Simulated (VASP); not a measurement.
## Co: single point with PBE

Co:

```xyz
2
Lattice="0.0000 -1.7795 -1.7795 -3.5590 -1.7795 -1.7795 0.0000 1.7795 -1.7795" Properties=species:S:1:pos:R:3 pbc="T T T"
Co    0.0000    0.0000    0.0000
Co   -1.7795    0.0000   -1.7795
```

This isn't the form of Co at room conditions, which is hcp.

- Program: VASP 6.6.1
- Task: single point
- Functional: PBE
- Potentials or basis: VASP PAW PBE potentials, release 64 (Co)
- Cutoff: 520 eV
- k mesh: 14 × 8 × 11
- Occupations: fermi-dirac, width 0.05 eV
- Spin: collinear spin, antiferromagnetic start
- Starting moments: [3.0, -3.0] μB

```yaml
Pressure: -18.6 GPa
Band_gap_on_the_k_mesh: zero (filled and empty bands overlap)
Net_moment: 0.00 μB per cell
Valence_electrons_inside_the_program's_atomic_spheres: Co 8.20
```

Stress tensor (GPa, compression positive):
```
-18.86   0.01   0.01
  0.01 -18.49  -0.07
  0.01  -0.07 -18.49
```

Levels at points of the mesh, in eV from the Fermi level:
Spin up:
| k point | band 5 | band 6 | band 7 | band 8 | band 9 | band 10 | band 11 | band 12 | band 13 | band 14 |
| --- | --- | --- | --- | --- | --- | --- | --- | --- | --- | --- |
| (0.00, 0.00, 0.00) | -1.68 | -1.68 | -0.50 | -0.50 | 0.28 | 0.49 | 0.49 | 2.72 | 9.86 | 14.86 |
| (0.50, 0.00, 0.00) | -1.74 | -1.73 | -0.01 | -0.01 | 0.29 | 0.29 | 0.29 | 0.29 | 6.50 | 6.50 |
| (0.00, 0.50, 0.00) | -1.20 | -1.20 | -0.77 | -0.77 | -0.77 | -0.77 | -0.12 | -0.12 | 19.32 | 19.32 |
| (0.50, 0.50, 0.00) | -2.16 | -2.16 | -0.99 | -0.99 | -0.53 | -0.53 | 1.80 | 1.80 | 11.91 | 11.91 |
Spin down:
| k point | band 5 | band 6 | band 7 | band 8 | band 9 | band 10 | band 11 | band 12 | band 13 | band 14 |
| --- | --- | --- | --- | --- | --- | --- | --- | --- | --- | --- |
| (0.00, 0.00, 0.00) | -1.68 | -1.68 | -0.50 | -0.50 | 0.28 | 0.49 | 0.49 | 2.72 | 9.86 | 14.86 |
| (0.50, 0.00, 0.00) | -1.74 | -1.73 | -0.01 | -0.01 | 0.29 | 0.29 | 0.29 | 0.29 | 6.50 | 6.50 |
| (0.00, 0.50, 0.00) | -1.20 | -1.20 | -0.77 | -0.77 | -0.77 | -0.77 | -0.12 | -0.12 | 19.32 | 19.32 |
| (0.50, 0.50, 0.00) | -2.16 | -2.16 | -0.99 | -0.99 | -0.53 | -0.53 | 1.80 | 1.80 | 11.91 | 11.91 |

Run time: 9.9 min on 1 thread of Intel(R) Xeon(R) 6975P-C (Granite Rapids), with other jobs on the host, peak memory 0.47 GiB.

Caveat: the cell stands under tension; the moments typed at the start vanished in this run.
